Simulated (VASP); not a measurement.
# MgO (I-4m2) in VASP: single point with HSE06

Aim: the single point of MgO with HSE06.

Program: VASP 6.6.1. These are calculated values, not measurements. Logs are shortened: lines on timing, memory, paths and dates and some standing lists are left out, and cuts for length are marked.

### Step 1. The cell of the first run

Symmetry: I-4m2, No. 119, tetragonal system. Conventional cell: a = 3.356 Å, b = 3.356 Å, c = 4.265 Å, α = 90.00°, β = 90.00°, γ = 90.00°. Within 2.6 Å of Mg (site symmetry -4m2) lie 4 O at 1.99 Å. Within 2.6 Å of O (site symmetry -4m2) lie 4 Mg at 1.99 Å.

### Step 2. Single point, HSE06 (epitaxial xy strain +4.0%)

The input, POSCAR:

```
MgO
1.0
    0.0000000000      2.3732858892      2.1323010193
    2.3732858892      0.0000000000      2.1323010193
    2.3732858892      2.3732858892      0.0000000000
Mg O
1 1
Direct
    0.0000000000      0.0000000000      0.0000000000
    0.2500000000      0.2500000000      0.2500000000
```

The input, INCAR.step1:

```
  PREC = Accurate
  ENCUT = 520
  EDIFF = 1E-5
  ISMEAR = 0
  SIGMA = 0.01
  LREAL = False
  LASPH = True
  NELM = 100
  ALGO = Normal
  ISIF = 2
  LWAVE = True
  LCHARG = False
  NBANDS = 11
  GGA = PE
```

The input, INCAR.step2:

```
  PREC = Accurate
  ENCUT = 520
  EDIFF = 1E-7
  ISMEAR = 0
  SIGMA = 0.01
  LREAL = False
  LASPH = True
  NELM = 100
  ALGO = Normal
  ISIF = 2
  LWAVE = False
  LCHARG = False
  GGA = PE
  LHFCALC = True
  HFSCREEN = 0.2079
  PRECFOCK = Normal
  NBANDS = 11
  ISTART = 1
```

The input, KPOINTS:

```
regular mesh
0
Gamma
  6 6 6
```

Potentials or basis: VASP PAW PBE potentials, release 64 (Mg, O).

The run is started by

```sh
> cat potpaw_PBE.64/Mg/POTCAR potpaw_PBE.64/O/POTCAR > POTCAR
> cp INCAR.step1 INCAR
> mpirun -np 1 vasp_std > vasp.out
> cp INCAR.step2 INCAR
> mpirun -np 1 vasp_std > vasp.out
```

OUTCAR:

```text
PREC = Accurate
   ENCUT = 520
   EDIFF = 1E-7
   ISMEAR = 0
   LREAL = False
   LASPH = True
   NELM = 100
   ISIF = 2
   GGA = PE
   LHFCALC = True
   HFSCREEN = 0.2079
   PRECFOCK = Normal
   ISTART = 1

 ion  position               nearest neighbor table
   1  0.000  0.000  0.000-   2 1.99   2 1.99   2 1.99   2 1.99
   2  0.250  0.250  0.250-   1 1.99   1 1.99   1 1.99   1 1.99

  LATTYP: Found a body centered tetragonal cell.
 ALAT       =     3.3563330919
 C/A-ratio  =     1.2706134707

  Lattice vectors:

 A1 = (   0.0000000000,  -2.3732858892,  -2.1323010193)
 A2 = (   0.0000000000,   2.3732858892,  -2.1323010193)
 A3 = (   2.3732858892,   0.0000000000,   2.1323010193)

Analysis of symmetry for initial positions (statically):
=====================================================================
 Subroutine PRICEL returns:
 Original cell was already a primitive cell.

 Routine SETGRP: Setting up the symmetry group for a
 body centered tetragonal supercell.

 Subroutine GETGRP returns: Found  8 space group operations
 (whereof  8 operations were pure point group operations)
 out of a pool of 16 trial point group operations.

The static configuration has the point symmetry D_2d.

Analysis of symmetry for dynamics (positions and initial velocities):
=====================================================================
 Subroutine PRICEL returns:
 Original cell was already a primitive cell.

 Routine SETGRP: Setting up the symmetry group for a
 body centered tetragonal supercell.

 Subroutine GETGRP returns: Found  8 space group operations
 (whereof  8 operations were pure point group operations)
 out of a pool of 16 trial point group operations.

The dynamic configuration has the point symmetry D_2d.

 Subroutine INISYM returns: Found  8 space group operations
 (whereof  8 operations are pure point group operations),
 and found     1 'primitive' translations

----------------------------------------------------------------------------------------

                                     Primitive cell

  volume of cell :      24.0203

  direct lattice vectors                    reciprocal lattice vectors
     0.000000000  2.373285889  2.132301019    -0.210678369  0.210678369  0.234488468
     2.373285889  0.000000000  2.132301019     0.210678369 -0.210678369  0.234488468
     2.373285889  2.373285889  0.000000000     0.210678369  0.210678369 -0.234488468

  length of vectors
     3.190484845  3.190484845  3.356333092     0.379151147  0.379151147  0.379151147

  position of ions in fractional coordinates (direct lattice)
     0.000000000  0.000000000  0.000000000
     0.250000000  0.250000000  0.250000000

  ion indices of the primitive-cell ions
   primitive index   ion index
                 1           1
                 2           2

----------------------------------------------------------------------------------------

 KPOINTS: regular mesh

Automatic generation of k-mesh.
 Grid dimensions read from file:
 generate k-points for:    6    6    6

 Generating k-lattice:

  Cartesian coordinates                     Fractional coordinates (reciprocal lattice)
    -0.035113061  0.035113061  0.039081411     0.166666667  0.000000000  0.000000000
     0.035113061 -0.035113061  0.039081411     0.000000000  0.166666667  0.000000000
     0.035113061  0.035113061 -0.039081411     0.000000000  0.000000000  0.166666667

  Length of vectors
     0.063191858  0.063191858  0.063191858

  Shift w.r.t. Gamma in fractional coordinates (k-lattice)
     0.000000000  0.000000000  0.000000000

 Subroutine IBZKPT returns following result:
 ===========================================

 Found     30 irreducible k-points:

 Following reciprocal coordinates:
            Coordinates               Weight
  0.000000  0.000000  0.000000      1.000000
  0.166667  0.000000  0.000000      8.000000
  0.333333  0.000000  0.000000      8.000000
  0.500000  0.000000  0.000000      4.000000
  0.166667  0.166667  0.000000      2.000000
  0.333333  0.166667  0.000000      8.000000
[... 16 lines left out ...]
  0.333333  0.000000  0.333333      4.000000
  0.500000  0.000000  0.333333     16.000000
 [... further k-points ...]
   k-points           NKPTS =     30   k-points in BZ     NKDIM =    216   number of bands    NBANDS=     11
   number of dos      NEDOS =    301   number of ions     NIONS =      2
   total plane-waves  NPLWV =  16128
   dimension x,y,z NGX =    24 NGY =   24 NGZ =   28
   dimension x,y,z NGXF=    48 NGYF=   48 NGZF=   56
   ions per type =               1   1
   NGX,Y,Z   is equivalent  to a cutoff of  12.51, 12.51, 13.87 a.u.
   NGXF,Y,Z  is equivalent  to a cutoff of  25.01, 25.01, 27.74 a.u.
 SYSTEM =  unknown system
   PREC   = accura    normal or accurate (medium, high low for compatibility)
   ISTART =      1    job   : 0-new  1-cont  2-samecut
   ICHARG =      0    charge: 1-file 2-atom 10-const
   ISPIN  =      1    spin polarized calculation?
   LNONCOLLINEAR =      F non collinear calculations
   LSORBIT =      F    spin-orbit coupling
   LASPH  =      T    aspherical Exc in radial PAW
   ENCUT  =  520.0 eV  38.22 Ry    6.18 a.u.   5.93  5.93  6.24*2*pi/ulx,y,z
   NELM   =    100;   NELMIN=  2; NELMDL=  0     # of ELM steps
   EDIFF  = 0.1E-06   stopping-criterion for ELM
   LREAL  =      F    real-space projection
   EDIFFG = 0.1E-05   stopping-criterion for IOM
   NSW    =      0    number of steps for IOM
   IBRION =     -1    ionic relax: 0-MD 1-quasi-New 2-CG
   NFREE  =      0    steps in history (QN), initial steepest desc. (CG)
   ISIF   =      2    stress and relaxation
   ISYM   =      3    0-nonsym 1-usesym 2-fastsym
   POTIM  = 0.5000    time-step for ionic-motion
   TEBEG  =    0.0;   TEEND  =   0.0 temperature during run
   PSTRESS=    0.0 pullay stress
   NELECT =       8.0000    total number of electrons
   NUPDOWN=      -1.0000    fix difference up-down
   EMIN   =  10.00;   EMAX   =-10.00  energy-range for DOS
   EFERMI =   0.00;   METHOD = LEGACY
   ISMEAR =     0;   SIGMA  =   0.01  broadening in eV -4-tet -1-fermi 0-gaus
   EFERMI_NEDOS =   21; number of points for ismear=-14 and -15
   IALGO  =     38    algorithm
   IMIX   =      1    mixing-type and parameters
     AMIX     =   0.40;   BMIX     =  1.00
     AMIX_MAG =   1.60;   BMIX_MAG =  1.00
  volume/ion in A,a.u.               =      12.01        81.05
  Fermi-wavevector in a.u.,A,eV,Ry     =   1.134781  2.144425 17.520594  1.287727
  Thomas-Fermi vector in A             =   2.271485
   LORBIT       =      0    0 simple, 1 ext, 2 COOP (PROOUT), +10 PAW based schemes
   GGA     = PE    functional components
   LHFCALC =     T    Hartree Fock is set to
   PRECFOCK=normal    Normal, Fast or Accurate (Low or Medium for compatibility)
   ENCUT4O =  -1.0   cutoff for four orbital integrals eV
   NKREDX  =     1    reduce k-point grid by
   NKREDY  =     1    reduce k-point grid by
   NKREDZ  =     1    reduce k-point grid by
   AEXX    =    0.2500 exact exchange contribution
   HFSCREEN=    0.2079 screening length (either q_TF or 0.3 A-1)
   HFSCREENC=   0.2079 screening length for correlation (either q_TF or 0.3 A-1)
   ENCUTFOCK=  -1.0 apply spherical cutoff to Coloumb kernel
   IVDW    =     0    specifies the selected vdW correction
   LEPSILON=     F    determine dielectric tensor
   LRPA    =     F    only Hartree local field effects (RPA)
 non-spin polarized calculation
 Gauss-broadening in eV      SIGMA  =   0.01
  energy-cutoff  :      520.00
  volume of cell :       24.02
 maximum number of plane-waves:       660
  NGX = 18; NGY = 18; NGZ = 20

 number of electron       8.0000001 magnetization

 Free energy of the ion-electron system (eV)
  ---------------------------------------------------
  ext. energy  EPLUGINS =         0.00000000
  ---------------------------------------------------
  free energy    TOTEN  =       -13.92038673 eV

  energy without entropy =      -13.92038673  energy(sigma->0) =      -13.92038673

 E-fermi :  -0.2136     XC(G=0):  -7.9832

 val. band max:       -0.3410990330   @ k =   0.0000   0.0000   0.0000
 cond. band min:       4.6701108390   @ k =   0.0000   0.0000   0.0000
 fundamental gap:      5.0112098719
 Fermi energy:        -0.2136167217

 k-point     1 :       0.0000    0.0000    0.0000
  band No.  band energies     occupation
      1     -17.8273      2.00000
      2      -0.5262      2.00000
      3      -0.5262      2.00000
      4      -0.3411      2.00000
      5       4.6701      0.00000
      6      18.2588      0.00000
      7      18.2588      0.00000
      8      18.2938      0.00000
      9      20.1570      0.00000
     10      20.8690      0.00000
     11      20.8690      0.00000

 k-point     2 :       0.1667    0.0000    0.0000
  band No.  band energies     occupation
      1     -17.6638      2.00000
      2      -1.5467      2.00000
      3      -0.6271      2.00000
      4      -0.4237      2.00000
      5       6.0007      0.00000
      6      15.9437      0.00000
      7      17.2022      0.00000
      8      18.4837      0.00000
      9      19.6743      0.00000
     10      19.8134      0.00000
     11      22.2459      0.00000

 k-point     3 :       0.3333    0.0000    0.0000
  band No.  band energies     occupation
      1     -17.3175      2.00000
      2      -3.0548      2.00000
      3      -0.8206      2.00000
      4      -0.4609      2.00000
      5       8.2309      0.00000
      6      12.9744      0.00000
      7      15.5906      0.00000
      8      17.7515      0.00000
      9      20.2562      0.00000
     10      21.6739      0.00000
     11      22.3300      0.00000
[... 267 lines left out ...]
 k-point    23 :       0.3333    0.0000    0.3333
  band No.  band energies     occupation
      1     -17.2030      2.00000
      2      -2.8661      2.00000
      3      -0.9600      2.00000
      4      -0.9343      2.00000
      5       7.7069      0.00000
      6      12.8060      0.00000
      7      15.5514      0.00000
      8      17.4987      0.00000
      9      19.3971      0.00000
     10      23.3573      0.00000
     11      26.1954      0.00000

 k-point    24 :       0.5000    0.0000    0.3333
  band No.  band energies     occupation
      1     -17.0225      2.00000
      2      -3.0674      2.00000
      3      -1.5346      2.00000
      4      -0.9834      2.00000
      5       8.2450      0.00000
      6      12.5966      0.00000
      7      14.9892      0.00000
      8      17.8312      0.00000
      9      19.2772      0.00000
     10      24.3702      0.00000
     11      25.6313      0.00000

 [... further k-points ...]
[... 5 lines left out ...]
  --------------------------------------------------------------------------------------
  -------------------------------------------------------------------------------------
  Total       -0.4719689     -0.4719689     -0.0159917      0.0000000      0.0000000      0.0000000
  in kB      -31.4807722    -31.4807722     -1.0666637      0.0000000      0.0000000      0.0000000
  external PRESSURE =     -21.3427360 kB  Pullay stress =       0.0000000 kB

 VOLUME and BASIS-vectors are now :
 -----------------------------------------------------------------------------
  energy-cutoff  :      520.00
  volume of cell :       24.02
      direct lattice vectors                 reciprocal lattice vectors
     0.000000000  2.373285889  2.132301019    -0.210678369  0.210678369  0.234488468
     2.373285889  0.000000000  2.132301019     0.210678369 -0.210678369  0.234488468
     2.373285889  2.373285889  0.000000000     0.210678369  0.210678369 -0.234488468

 POSITION                                       TOTAL-FORCE (eV/Angst)
 -----------------------------------------------------------------------------------
      0.00000      0.00000      0.00000        -0.000000     -0.000000      0.000000
      1.18664      1.18664      1.06615         0.000000      0.000000     -0.000000
 -----------------------------------------------------------------------------------
    total drift:                               -0.000020     -0.000020     -0.000026

  FREE ENERGIE OF THE ION-ELECTRON SYSTEM (eV)
  ---------------------------------------------------
  free  energy   TOTEN  =       -13.9203867349 eV

  energy  without entropy=      -13.9203867349  energy(sigma->0) =      -13.92038673
```

It took 36 min on 1 thread of Intel Xeon 8259CL, shared host; peak memory 0.26 GiB.

What came out:

* Free energy: -13.9204 eV
* Pressure: -2.1 GPa
* Band gap on the k mesh: 5.01 eV

Levels at points of the mesh, in eV from the valence-band top:
| k point | band 1 | band 2 | band 3 | band 4 | band 5 | band 6 | band 7 | band 8 | band 9 |
| --- | --- | --- | --- | --- | --- | --- | --- | --- | --- |
| (0.00, 0.00, 0.00) | -17.49 | -0.19 | -0.19 | 0.00 | 5.01 | 18.60 | 18.60 | 18.63 | 20.50 |
| (0.50, 0.00, 0.00) | -16.79 | -3.33 | -0.57 | -0.14 | 10.24 | 11.43 | 15.37 | 17.54 | 21.09 |
| (0.50, 0.50, 0.00) | -16.50 | -2.44 | -1.28 | -1.28 | 7.83 | 12.70 | 16.85 | 17.82 | 17.82 |
| (0.50, 0.00, 0.50) | -16.64 | -2.98 | -0.80 | -0.73 | 7.77 | 13.16 | 15.80 | 17.95 | 20.12 |

Caveat: the cell differs from its parent crystal (epitaxial xy strain +4.0%); the structure was generated, so it needn't be the stable form of MgO; the PAW data sets were made with another functional, which shifts forces and pressure a little.
